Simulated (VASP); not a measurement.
# Ga2O3 (R-3c) in VASP: a series of runs, part 2 of 2

VASP 6.6.1.

## Step 4: Single point, PBE (strain -0.050 along x and y, +0.000 along z)

INCAR

```
SYSTEM = Ga2O3
  PREC = Accurate
  ENCUT = 520
  EDIFF = 1E-7
  ISMEAR = 0
  SIGMA = 0.05
  LREAL = .FALSE.
  LASPH = .TRUE.
  NELM = 100
  ALGO = Normal
  ISIF = 2
  LWAVE = .FALSE.
  LCHARG = .FALSE.
  GGA = PE
  NBANDS = 55
```

KPOINTS

```
regular mesh
0
G
  6 6 6
  0 0 0
```

POSCAR

```
Ga2O3
1.0
    2.4022883282      1.3869618130      4.5410352138
   -2.4022883282      1.3869618130      4.5410352138
    0.0000000000     -2.7739236259      4.5410352138
Ga O
4 6
Direct
    0.3558687539      0.3558687539      0.3558687539
    0.1441312461      0.1441312461      0.1441312461
    0.6441312461      0.6441312461      0.6441312461
    0.8558687539      0.8558687539      0.8558687539
    0.5531733332      0.9468266668      0.2500000000
    0.2500000000      0.5531733332      0.9468266668
    0.9468266668      0.2500000000      0.5531733332
    0.4468266668      0.0531733332      0.7500000000
    0.7500000000      0.4468266668      0.0531733332
    0.0531733332      0.7500000000      0.4468266668
```

Potentials or basis: VASP PAW PBE potentials, release 64 (Ga_d, O).

Started as:

```bash
cat potpaw_PBE.64/Ga_d/POTCAR potpaw_PBE.64/O/POTCAR > POTCAR
mpirun -np 1 vasp_std > vasp.out
```

OUTCAR:

```text
SYSTEM = Ga2O3
   PREC = Accurate
   ENCUT = 520
   EDIFF = 1E-7
   ISMEAR = 0
   LREAL = .FALSE.
   LASPH = .TRUE.
   NELM = 100
   ISIF = 2
   GGA = PE

 ion  position               nearest neighbor table
   1  0.356  0.356  0.356-  10 1.87   8 1.87   9 1.87   6 2.05   5 2.05   7 2.05   3 2.84   3 2.84
                             3 2.84   2 2.88
   2  0.144  0.144  0.144-   9 1.87   8 1.87  10 1.87   7 2.05   5 2.05   6 2.05   4 2.84   4 2.84
                             4 2.84   1 2.88
   3  0.644  0.644  0.644-   7 1.87   5 1.87   6 1.87   9 2.05   8 2.05  10 2.05   1 2.84   1 2.84
                             1 2.84   4 2.88
   4  0.856  0.856  0.856-   6 1.87   5 1.87   7 1.87  10 2.05   8 2.05   9 2.05   2 2.84   2 2.84
                             2 2.84   3 2.88
   5  0.553  0.947  0.250-   3 1.87   4 1.87   1 2.05   2 2.05
   6  0.250  0.553  0.947-   4 1.87   3 1.87   1 2.05   2 2.05
   7  0.947  0.250  0.553-   3 1.87   4 1.87   2 2.05   1 2.05
   8  0.447  0.053  0.750-   1 1.87   2 1.87   3 2.05   4 2.05
   9  0.750  0.447  0.053-   2 1.87   1 1.87   3 2.05   4 2.05
  10  0.053  0.750  0.447-   1 1.87   2 1.87   4 2.05   3 2.05

  LATTYP: Found a trigonal (rhomboedric) cell.
 ALAT       =     5.3212454459
 COS(alpha) =     0.5923816984

  Lattice vectors:

 A1 = (   2.4022883282,   1.3869618130,   4.5410352138)
 A2 = (  -2.4022883282,   1.3869618130,   4.5410352138)
 A3 = (   0.0000000000,  -2.7739236259,   4.5410352138)

Analysis of symmetry for initial positions (statically):
=====================================================================
 Subroutine PRICEL returns:
 Original cell was already a primitive cell.

 Routine SETGRP: Setting up the symmetry group for a
 trigonal (rhombohedral) supercell.

 Subroutine GETGRP returns: Found 12 space group operations
 (whereof  6 operations were pure point group operations)
 out of a pool of 12 trial point group operations.

[... 157 lines left out ...]
   GGA     = PE    functional components
   LHFCALC =     F    Hartree Fock is set to
   AEXX    =    0.0000 exact exchange contribution
   IVDW    =     0    specifies the selected vdW correction
   LEPSILON=     F    determine dielectric tensor
   LRPA    =     F    only Hartree local field effects (RPA)
 non-spin polarized calculation
 Gauss-broadening in eV      SIGMA  =   0.05
  energy-cutoff  :      520.00
  volume of cell :       90.78
 maximum number of plane-waves:      2462
   NGX = 19   NGY = 19   NGZ = 19

 number of electron      88.0000020 magnetization

 Free energy of the ion-electron system (eV)
  ---------------------------------------------------
  ext. energy  EPLUGINS =         0.00000000
  ---------------------------------------------------
  free energy    TOTEN  =       -58.37396068 eV

  energy without entropy =      -58.37396068  energy(sigma->0) =      -58.37396068

 E-fermi :   5.5613     XC(G=0): -12.5409

 val. band max:        5.2775567211   @ k =  -0.1667   0.1667   0.0000
 cond. band min:       8.7278440367   @ k =   0.0000   0.0000   0.0000
 fundamental gap:      3.4502873156
 Fermi energy:         5.5613386042

 k-point     1 :       0.0000    0.0000    0.0000
  band No.  band energies     occupation
      1     -14.3112      2.00000
      2     -12.2273      2.00000
      3     -12.0529      2.00000
      4     -12.0529      2.00000
      5     -11.9642      2.00000
      6     -11.9642      2.00000
[... 1381 lines left out ...]
     54      17.8833      0.00000
     55      18.1452      0.00000

 [... further k-points ...]

------------------------ aborting loop because EDIFF is reached ----------------------------------------

  FORCE on cell =-STRESS in cart. coord.  units (eV):
  Direction    XX          YY          ZZ          XY          YZ          ZX
  --------------------------------------------------------------------------------------
  -------------------------------------------------------------------------------------
  Total       19.7079818     19.7079818      8.8509323      0.0000000      0.0000000      0.0000000
  in kB      347.8219453    347.8219453    156.2082069      0.0000000      0.0000000      0.0000000
  external PRESSURE =     283.9506992 kB  Pullay stress =       0.0000000 kB

 VOLUME and BASIS-vectors are now :
 -----------------------------------------------------------------------------
  energy-cutoff  :      520.00
  volume of cell :       90.78
      direct lattice vectors                 reciprocal lattice vectors
     2.402288328  1.386961813  4.541035214     0.208134883  0.120166731  0.073404701
    -2.402288328  1.386961813  4.541035214    -0.208134883  0.120166731  0.073404701
     0.000000000 -2.773923626  4.541035214     0.000000000 -0.240333461  0.073404701

 POSITION                                       TOTAL-FORCE (eV/Angst)
 -----------------------------------------------------------------------------------
      0.00000      0.00000      4.84804        -0.000000     -0.000000     -0.401999
      0.00000      0.00000      1.96352        -0.000000      0.000000      0.401999
      0.00000      0.00000      8.77507        -0.000000      0.000000      0.401999
      0.00000      0.00000     11.65959        -0.000000     -0.000000     -0.401999
     -0.94567      1.38696      7.94681        -0.056946     -0.000000     -0.000000
     -0.72831     -1.51245      7.94681         0.028473     -0.049316     -0.000000
      1.67398      0.12549      7.94681         0.028473      0.049316     -0.000000
      0.94567     -1.38696      5.67629         0.056946     -0.000000     -0.000000
      0.72831      1.51245      5.67629        -0.028473      0.049316     -0.000000
     -1.67398     -0.12549      5.67629        -0.028473     -0.049316     -0.000000
 -----------------------------------------------------------------------------------
    total drift:                               -0.000000      0.000000     -0.000000

  FREE ENERGIE OF THE ION-ELECTRON SYSTEM (eV)
  ---------------------------------------------------
  free  energy   TOTEN  =       -58.3739606785 eV

  energy  without entropy=      -58.3739606785  energy(sigma->0) =      -58.37396068
```

OSZICAR:

```text
N       E                     dE             d eps       ncg     rms          rms(c)
DAV:   1     0.121162452613E+04    0.12116E+04   -0.39795E+04  4320   0.308E+03
DAV:   2     0.193125393199E+03   -0.10185E+04   -0.95399E+03  3592   0.824E+02
DAV:   3    -0.486076577025E+02   -0.24173E+03   -0.23552E+03  4033   0.263E+02
DAV:   4    -0.666123616600E+02   -0.18005E+02   -0.17817E+02  4402   0.784E+01
DAV:   5    -0.672427903201E+02   -0.63043E+00   -0.62934E+00  4618   0.152E+01    0.176E+01
DAV:   6    -0.581988217129E+02    0.90440E+01   -0.27244E+01  6416   0.642E+01    0.440E+00
DAV:   7    -0.584153747146E+02   -0.21655E+00   -0.37334E+00  3930   0.102E+01    0.329E+00
DAV:   8    -0.584193996516E+02   -0.40249E-02   -0.54447E-01  5651   0.733E+00    0.148E+00
DAV:   9    -0.583732081444E+02    0.46192E-01   -0.26000E-01  5626   0.625E+00    0.243E-01
DAV:  10    -0.583737079431E+02   -0.49980E-03   -0.16791E-02  5247   0.120E+00    0.602E-02
DAV:  11    -0.583739519219E+02   -0.24398E-03   -0.18155E-03  4276   0.450E-01    0.242E-02
DAV:  12    -0.583739553135E+02   -0.33916E-05   -0.26492E-04  4372   0.238E-01    0.930E-03
DAV:  13    -0.583739608225E+02   -0.55090E-05   -0.53625E-05  4198   0.581E-02    0.447E-03
DAV:  14    -0.583739609199E+02   -0.97391E-07   -0.69384E-06  5307   0.203E-02    0.202E-03
DAV:  15    -0.583739605920E+02    0.32789E-06   -0.55563E-07  3751   0.427E-03    0.601E-04
DAV:  16    -0.583739606785E+02   -0.86540E-07   -0.58295E-08  2411   0.499E-03
   1 F= -.58373961E+02 E0= -.58373961E+02  d E =-.802092E-17
```

Wall time 3 min (1 thread of Intel Xeon Platinum 8488C (Sapphire Rapids), shared host); peak memory 0.3 GiB.

What came out:

```
Free energy            : -58.3740 eV
Pressure               : 28.4 GPa
Largest force          : 0.402 eV/Å
Band gap on the k mesh : 3.45 eV (least direct gap 3.60 eV)
```

Forces in eV/Å, atoms in the order of the input:
```
Ga   0.000  0.000 -0.402
Ga   0.000  0.000  0.402
Ga   0.000  0.000  0.402
Ga   0.000  0.000 -0.402
O   -0.057  0.000  0.000
O    0.028 -0.049  0.000
O    0.028  0.049  0.000
O    0.057  0.000  0.000
O   -0.028  0.049  0.000
O   -0.028 -0.049  0.000
```

Caveat: the cell differs from its parent crystal (strain -0.050 along x and y, +0.000 along z); the cell stands under pressure. A k mesh can miss the band edges.

## Step 5: Single point, PBE (strain -0.025 along x and y, -0.050 along z)

Edit INCAR of step 4 so:

```diff
@@ -8,3 +8,3 @@
   LASPH = .TRUE.
-  NELM = 100
+  NELM = 80
   ALGO = Normal
```

KPOINTS

```
Automatic mesh
0
G
  6 6 6
  0 0 0
```

Edit POSCAR of step 4 so:

```diff
@@ -2,5 +2,5 @@
 1.0
-    2.4022883282      1.3869618130      4.5410352138
-   -2.4022883282      1.3869618130      4.5410352138
-    0.0000000000     -2.7739236259      4.5410352138
+    2.4655064421      1.4234608080      4.3139834531
+   -2.4655064421      1.4234608080      4.3139834531
+    0.0000000000     -2.8469216161      4.3139834531
 Ga O
```

Started as:

```bash
cat potpaw_PBE.64/Ga_d/POTCAR potpaw_PBE.64/O/POTCAR > POTCAR
mpirun -np 1 vasp_std > vasp.out
```

Wall time 3.9 min (1 thread of Intel Xeon Platinum 8488C (Sapphire Rapids), shared host); peak memory 0.3 GiB.

The run converged. Its results:

```
Free energy            : -58.5969 eV
Pressure               : 26.3 GPa
Largest force          : 0.269 eV/Å
Band gap on the k mesh : 3.44 eV (least direct gap 3.70 eV)
```

Forces in eV/Å, atoms in the order of the input:
```
Ga   0.000  0.000  0.269
Ga   0.000  0.000 -0.269
Ga   0.000  0.000 -0.269
Ga   0.000  0.000  0.269
O    0.051  0.000  0.000
O   -0.025  0.044  0.000
O   -0.025 -0.044  0.000
O   -0.051  0.000  0.000
O    0.025 -0.044  0.000
O    0.025  0.044  0.000
```

Stress tensor (GPa, compression positive):
```
24.86  0.00  0.00
 0.00 24.86  0.00
 0.00  0.00 29.22
```

Levels at points of the mesh, in eV from the valence-band top:
```
           k point  band 42  band 43  band 44  band 45  band 46  band 47
(0.00, 0.00, 0.00)    -0.33    -0.33    -0.25     3.44     7.08     7.34
(0.50, 0.00, 0.00)    -1.02    -0.14    -0.14     7.08     7.08     7.23
(0.50, 0.50, 0.00)    -0.65    -0.21    -0.14     7.25     7.37     7.99
(0.50, 0.50, 0.50)    -0.40    -0.40    -0.40     6.43     6.43     8.52
```

Caveat: the cell differs from its parent crystal (strain -0.025 along x and y, -0.050 along z); the cell stands under pressure. A k mesh can miss the band edges.

## Step 6: Single point, PBE (strain -0.050 along x and y, +0.025 along z)

INCAR

```
ALGO = Normal ; EDIFF = 1E-6
ENCUT = 520 ; GGA = PE
ISIF = 2 ; ISMEAR = 0
LASPH = T ; LCHARG = F
LREAL = F ; LWAVE = F
NBANDS = 55 ; NELM = 100
PREC = Accurate ; SIGMA = 0.05
```

KPOINTS

```
k-points
0
Gamma
  6 6 6
```

Edit POSCAR of step 5 so:

```diff
@@ -2,5 +2,5 @@
 1.0
-    2.4655064421      1.4234608080      4.3139834531
-   -2.4655064421      1.4234608080      4.3139834531
-    0.0000000000     -2.8469216161      4.3139834531
+    2.4022883282      1.3869618130      4.6545610942
+   -2.4022883282      1.3869618130      4.6545610942
+    0.0000000000     -2.7739236259      4.6545610941
 Ga O
```

Potentials or basis: VASP PAW PBE potentials, release 64 (Ga_d, O).

Started as:

```bash
cat potpaw_PBE.64/Ga_d/POTCAR potpaw_PBE.64/O/POTCAR > POTCAR
mpirun -np 1 vasp_std > vasp.out
```

OUTCAR:

```text
EDIFF = 1E-6
   ENCUT = 520
   GGA = PE
   ISIF = 2
   ISMEAR = 0
   LASPH = T
   LREAL = F
   NELM = 100
   PREC = Accurate

 ion  position               nearest neighbor table
   1  0.356  0.356  0.356-   8 1.88  10 1.88   9 1.88   6 2.08   5 2.08   7 2.08   3 2.84   3 2.84
                             3 2.84
   2  0.144  0.144  0.144-   8 1.88   9 1.88  10 1.88   7 2.08   5 2.08   6 2.08   4 2.84   4 2.84
                             4 2.84
   3  0.644  0.644  0.644-   5 1.88   7 1.88   6 1.88   9 2.08   8 2.08  10 2.08   1 2.84   1 2.84
                             1 2.84
   4  0.856  0.856  0.856-   5 1.88   6 1.88   7 1.88  10 2.08   8 2.08   9 2.08   2 2.84   2 2.84
                             2 2.84
[... 1619 lines left out ...]

 VOLUME and BASIS-vectors are now :
 -----------------------------------------------------------------------------
  energy-cutoff  :      520.00
  volume of cell :       93.05
      direct lattice vectors                 reciprocal lattice vectors
     2.402288328  1.386961813  4.654561094     0.208134883  0.120166731  0.071614343
    -2.402288328  1.386961813  4.654561094    -0.208134883  0.120166731  0.071614343
     0.000000000 -2.773923626  4.654561094     0.000000000 -0.240333461  0.071614343

 POSITION                                       TOTAL-FORCE (eV/Angst)
 -----------------------------------------------------------------------------------
      0.00000      0.00000      4.96924        -0.000000     -0.000000     -0.523831
      0.00000      0.00000      2.01260        -0.000000      0.000000      0.523831
      0.00000      0.00000      8.99444        -0.000000      0.000000      0.523831
      0.00000      0.00000     11.95108        -0.000000     -0.000000     -0.523831
     -0.94567      1.38696      8.14548        -0.055503     -0.000000     -0.000000
     -0.72831     -1.51245      8.14548         0.027752     -0.048067     -0.000000
      1.67398      0.12549      8.14548         0.027752      0.048067      0.000000
      0.94567     -1.38696      5.81820         0.055503     -0.000000     -0.000000
      0.72831      1.51245      5.81820        -0.027752      0.048067      0.000000
     -1.67398     -0.12549      5.81820        -0.027752     -0.048067     -0.000000
 -----------------------------------------------------------------------------------
    total drift:                               -0.000000      0.000000     -0.000000

  FREE ENERGIE OF THE ION-ELECTRON SYSTEM (eV)
  ---------------------------------------------------
  free  energy   TOTEN  =       -58.5208884314 eV

  energy  without entropy=      -58.5208884314  energy(sigma->0) =      -58.52088843
```

OSZICAR:

```text
N       E                     dE             d eps       ncg     rms          rms(c)
DAV:   1     0.119899155305E+04    0.11990E+04   -0.39682E+04  4329   0.305E+03
DAV:   2     0.188943823200E+03   -0.10100E+04   -0.94589E+03  3600   0.818E+02
DAV:   3    -0.482703403858E+02   -0.23721E+03   -0.23114E+03  4059   0.261E+02
DAV:   4    -0.667014713725E+02   -0.18431E+02   -0.18243E+02  4381   0.784E+01
DAV:   5    -0.673450929185E+02   -0.64362E+00   -0.64245E+00  4658   0.151E+01    0.175E+01
DAV:   6    -0.583655323125E+02    0.89796E+01   -0.27707E+01  6419   0.631E+01    0.446E+00
DAV:   7    -0.585646790741E+02   -0.19915E+00   -0.34757E+00  3927   0.101E+01    0.329E+00
DAV:   8    -0.585613142018E+02    0.33649E-02   -0.51602E-01  5452   0.666E+00    0.142E+00
DAV:   9    -0.585199955334E+02    0.41319E-01   -0.23027E-01  5546   0.573E+00    0.225E-01
DAV:  10    -0.585206427033E+02   -0.64717E-03   -0.14860E-02  5141   0.111E+00    0.598E-02
DAV:  11    -0.585208807845E+02   -0.23808E-03   -0.16749E-03  4282   0.431E-01    0.253E-02
DAV:  12    -0.585208823931E+02   -0.16087E-05   -0.24147E-04  4244   0.222E-01    0.881E-03
DAV:  13    -0.585208883937E+02   -0.60006E-05   -0.50671E-05  4513   0.512E-02    0.376E-03
DAV:  14    -0.585208884314E+02   -0.37655E-07   -0.37427E-06  3733   0.132E-02
   1 F= -.58520888E+02 E0= -.58520888E+02  d E =-.424307E-15
```

It took 3.5 min on 1 thread of Intel Xeon Platinum 8488C (Sapphire Rapids), shared host; peak memory 0.3 GiB.

Results:

| Property | Result |
| --- | --- |
| Free energy | -58.5209 eV |
| Pressure | 21.7 GPa |
| Largest force | 0.524 eV/Å |
| Band gap on the k mesh | 3.08 eV (least direct gap 3.20 eV) |

Forces in eV/Å, atoms in the order of the input:
```
Ga   0.000  0.000 -0.524
Ga   0.000  0.000  0.524
Ga   0.000  0.000  0.524
Ga   0.000  0.000 -0.524
O   -0.056  0.000  0.000
O    0.028 -0.048  0.000
O    0.028  0.048  0.000
O    0.056  0.000  0.000
O   -0.028  0.048  0.000
O   -0.028 -0.048  0.000
```

Levels at points of the mesh, in eV from the valence-band top:
```csv
k point,band 40,band 41,band 42,band 43,band 44,band 45,band 46,band 47,band 48,band 49
"(0.00, 0.00, 0.00)",-0.80,-0.19,-0.19,-0.12,-0.12,3.08,6.73,7.46,9.63,9.63
"(0.50, 0.00, 0.00)",-1.26,-1.11,-1.11,-0.32,-0.32,6.46,6.46,7.08,7.08,10.16
"(0.50, 0.50, 0.00)",-1.01,-0.95,-0.88,-0.45,-0.25,6.73,6.93,8.07,8.12,8.84
"(0.50, 0.50, 0.50)",-1.72,-0.16,-0.16,-0.16,-0.16,6.23,6.23,7.91,7.91,10.14
```

Caveat: the cell differs from its parent crystal (strain -0.050 along x and y, +0.025 along z); the cell stands under pressure.

## Step 7: Summary

| cell | gap on the mesh (eV) | pressure (GPa) | largest force (eV/Å) |
| --- | --- | --- | --- |
| a = 5.129 Å, angles 55.9°, 10 atoms | 4.11 | 44.9 | 0.06 |
| a = 5.225 Å, angles 54.7°, 10 atoms | 3.79 | 36.2 | 0.21 |
| a = 5.321 Å, angles 53.7°, 10 atoms | 3.45 | 28.4 | 0.40 |
| a = 5.169 Å, angles 57.0°, 10 atoms | 3.44 | 26.3 | 0.27 |
| a = 5.418 Å, angles 52.6°, 10 atoms | 3.08 | 21.7 | 0.52 |

Alike in all rows: task single point; level PBE; potentials or basis VASP PAW PBE potentials, release 64 (Ga_d, O); no spin polarisation; k mesh 6 × 6 × 6; cutoff (eV) 520; smearing gaussian 0.05 eV.

Caveats: the cell stands under pressure.

Total energies depend on the potentials used, so only differences within one code and one set of settings carry meaning.
